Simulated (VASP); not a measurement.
# SnO (Pm-3m) in VASP: a series of runs, part 2 of 2

VASP 6.6.1.

## 3. Single point, PBE (Te replaced by O, lengths x 0.844, strained)

Input file INCAR:

```
SYSTEM = SnO
PREC = Accurate
ENCUT = 520
EDIFF = 1E-7
ISMEAR = 0
SIGMA = 0.02
LREAL = .FALSE.
LASPH = .TRUE.
NELM = 80
ALGO = Normal
ISIF = 2
LWAVE = .FALSE.
LCHARG = .TRUE.
GGA = PE
LELF = .TRUE.
LVHAR = .TRUE.
NBANDS = 17
```

Input file KPOINTS:

```
Automatic mesh
0
G
  8 8 8
  0 0 0
```

Input file POSCAR:

```
SnO
1.0
    3.3011080063      0.0000000000      0.0000000000
    0.0000000000      3.3011080063      0.0000000000
    0.0000000000      0.0000000000      3.3011080063
Sn O
1 1
Direct
    0.0000000000      0.0000000000      0.0000000000
    0.5000000000      0.5000000000      0.5000000000
```

Potentials or basis: VASP PAW PBE potentials, release 64 (Sn_d, O).

On the command line:

```bash
cat potpaw_PBE.64/Sn_d/POTCAR potpaw_PBE.64/O/POTCAR > POTCAR
mpirun -np 1 vasp_std > vasp.out
```

OUTCAR:

```text
SYSTEM = SnO
   PREC = Accurate
   ENCUT = 520
   EDIFF = 1E-7
   ISMEAR = 0
   LREAL = .FALSE.
   LASPH = .TRUE.
   NELM = 80
   ISIF = 2
   GGA = PE

 ion  position               nearest neighbor table
   1  0.000  0.000  0.000-   2 2.86   2 2.86   2 2.86   2 2.86   2 2.86   2 2.86   2 2.86   2 2.86

   2  0.500  0.500  0.500-   1 2.86   1 2.86   1 2.86   1 2.86   1 2.86   1 2.86   1 2.86   1 2.86

  LATTYP: Found a simple cubic cell.
 ALAT       =     3.3011080063

  Lattice vectors:

 A1 = (   3.3011080063,   0.0000000000,   0.0000000000)
 A2 = (   0.0000000000,   3.3011080063,   0.0000000000)
 A3 = (   0.0000000000,   0.0000000000,   3.3011080063)

Analysis of symmetry for initial positions (statically):
=====================================================================
 Subroutine PRICEL returns:
 Original cell was already a primitive cell.

 Routine SETGRP: Setting up the symmetry group for a
 simple cubic supercell.

 Subroutine GETGRP returns: Found 48 space group operations
 (whereof 48 operations were pure point group operations)
 out of a pool of 48 trial point group operations.

The static configuration has the point symmetry O_h .

Analysis of symmetry for dynamics (positions and initial velocities):
=====================================================================
 Subroutine PRICEL returns:
 Original cell was already a primitive cell.

 Routine SETGRP: Setting up the symmetry group for a
 simple cubic supercell.

 Subroutine GETGRP returns: Found 48 space group operations
 (whereof 48 operations were pure point group operations)
 out of a pool of 48 trial point group operations.

The dynamic configuration has the point symmetry O_h .

 Subroutine INISYM returns: Found 48 space group operations
 (whereof 48 operations are pure point group operations),
 and found     1 'primitive' translations

----------------------------------------------------------------------------------------

                                     Primitive cell

[... 105 lines left out ...]
   ISMEAR =     0;   SIGMA  =   0.02  broadening in eV -4-tet -1-fermi 0-gaus
   EFERMI_NEDOS =   21; number of points for ismear=-14 and -15
   IALGO  =     38    algorithm
   IMIX   =      4    mixing-type and parameters
     AMIX     =   0.40;   BMIX     =  1.00
     AMIX_MAG =   1.60;   BMIX_MAG =  1.00
  volume/ion in A,a.u.               =      17.99       121.38
  Fermi-wavevector in a.u.,A,eV,Ry     =   1.346145  2.543845 24.655195  1.812106
  Thomas-Fermi vector in A             =   2.474000
   LORBIT       =      0    0 simple, 1 ext, 2 COOP (PROOUT), +10 PAW based schemes
   GGA     = PE    functional components
   LHFCALC =     F    Hartree Fock is set to
   AEXX    =    0.0000 exact exchange contribution
   IVDW    =     0    specifies the selected vdW correction
   LEPSILON=     F    determine dielectric tensor
   LRPA    =     F    only Hartree local field effects (RPA)
 non-spin polarized calculation
 Gauss-broadening in eV      SIGMA  =   0.02
  energy-cutoff  :      520.00
  volume of cell :       35.97
 maximum number of plane-waves:       992
 NGX is ok and might be reduce to    28
   NGX = 13   NGY = 13   NGZ = 13

 number of electron      20.0000012 magnetization

 Free energy of the ion-electron system (eV)
  ---------------------------------------------------
  ext. energy  EPLUGINS =         0.00000000
  ---------------------------------------------------
  free energy    TOTEN  =        -9.63570771 eV

  energy without entropy =       -9.63570771  energy(sigma->0) =       -9.63570771

 E-fermi :   5.9875     XC(G=0): -10.4639

 val. band max:        5.8526238739   @ k =   0.5000   0.1250   0.0000
 cond. band min:       6.1817201164   @ k =   0.5000   0.0000   0.0000
 fundamental gap:      0.3290962425
 Fermi energy:         5.9875384365

 k-point     1 :       0.0000    0.0000    0.0000
  band No.  band energies     occupation
      1     -15.6259      2.00000
      2     -15.6259      2.00000
      3     -15.4068      2.00000
      4     -15.4068      2.00000
      5     -15.4068      2.00000
      6     -10.8384      2.00000
[... 457 lines left out ...]
      4     -15.4514      2.00000
      5     -15.3914      2.00000
      6     -10.1172      2.00000
[... 9 lines left out ...]
     16      19.4419      0.00000
     17      21.3807      0.00000

 [... further k-points ...]
[... 5 lines left out ...]
  --------------------------------------------------------------------------------------
  -------------------------------------------------------------------------------------
  Total       -2.4361223     -2.4361223     -2.4361223      0.0000000      0.0000000      0.0000000
  in kB     -108.5001807   -108.5001807   -108.5001807      0.0000000      0.0000000      0.0000000
  external PRESSURE =    -108.5001807 kB  Pullay stress =       0.0000000 kB

 VOLUME and BASIS-vectors are now :
 -----------------------------------------------------------------------------
  energy-cutoff  :      520.00
  volume of cell :       35.97
      direct lattice vectors                 reciprocal lattice vectors
     3.301108006  0.000000000  0.000000000     0.302928592  0.000000000  0.000000000
     0.000000000  3.301108006  0.000000000     0.000000000  0.302928592  0.000000000
     0.000000000  0.000000000  3.301108006     0.000000000  0.000000000  0.302928592

 POSITION                                       TOTAL-FORCE (eV/Angst)
 -----------------------------------------------------------------------------------
      0.00000      0.00000      0.00000         0.000000      0.000000      0.000000
      1.65055      1.65055      1.65055         0.000000      0.000000      0.000000
 -----------------------------------------------------------------------------------
    total drift:                               -0.000000      0.000000      0.000000

  FREE ENERGIE OF THE ION-ELECTRON SYSTEM (eV)
  ---------------------------------------------------
  free  energy   TOTEN  =        -9.6357077101 eV

  energy  without entropy=       -9.6357077101  energy(sigma->0) =       -9.63570771
```

It took 11 s on 1 thread of Intel Xeon 6975P-C (Granite Rapids), shared host; peak memory 0.16 GiB.

Results:

```yaml
Free_energy: -9.6357 eV
Pressure: -10.9 GPa
Band_gap_on_the_k_mesh: 0.33 eV, indirect (least direct gap 0.34 eV)
```

Levels at points of the mesh, in eV from the valence-band top:
```csv
k point,band 7,band 8,band 9,band 10,band 11,band 12,band 13,band 14
"(0.00, 0.00, 0.00)",-7.22,-1.65,-1.65,-1.65,6.94,6.94,6.94,7.98
"(0.50, 0.00, 0.00)",-7.75,-1.06,-1.06,-0.79,0.33,6.41,6.41,10.51
"(0.50, 0.50, 0.00)",-4.74,-4.12,-4.12,-0.93,3.18,3.18,8.21,8.37
"(0.50, 0.50, 0.50)",-2.30,-2.30,-2.30,-2.25,0.40,0.40,0.40,11.40
```

Caveat: the cell differs from its parent crystal (Te replaced by O, lengths x 0.844, strained); spin-orbit coupling is left out, which moves the levels of the heavy elements. A k mesh can miss the band edges.
